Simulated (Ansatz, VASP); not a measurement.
# Two plane-wave programs on BN

```
B N
1.0
     2.53600    0.00000    0.00000
    -1.26800    2.19624    0.00000
     0.00000    0.00000    4.19900
B N
2 2
Direct
  0.66667 0.33333 0.00000
  0.33333 0.66667 0.50000
  0.66667 0.33333 0.37500
  0.33333 0.66667 0.87500
```

Alike in both runs: task single point; functional PBEsol; k mesh 12 × 12 × 6; occupations fermi-dirac, width 0.01 eV; no spin polarisation.

```csv
,VASP,Ansatz
version,VASP 6.6.1,Ansatz 0.2.0
potentials or method,"VASP PAW PBE potentials, release 64 (B, N), cutoff 520 eV","plane waves, PAW"
valence electrons in the cell,16,16
```

VASP gave:

* gap on the k mesh at the Fermi level (eV): 4.97

**Question.** Which values does Ansatz return?

**Answer.** gap on the k mesh at the Fermi level (eV): 4.99.

VASP's potentials were made for PBE, not for PBEsol.
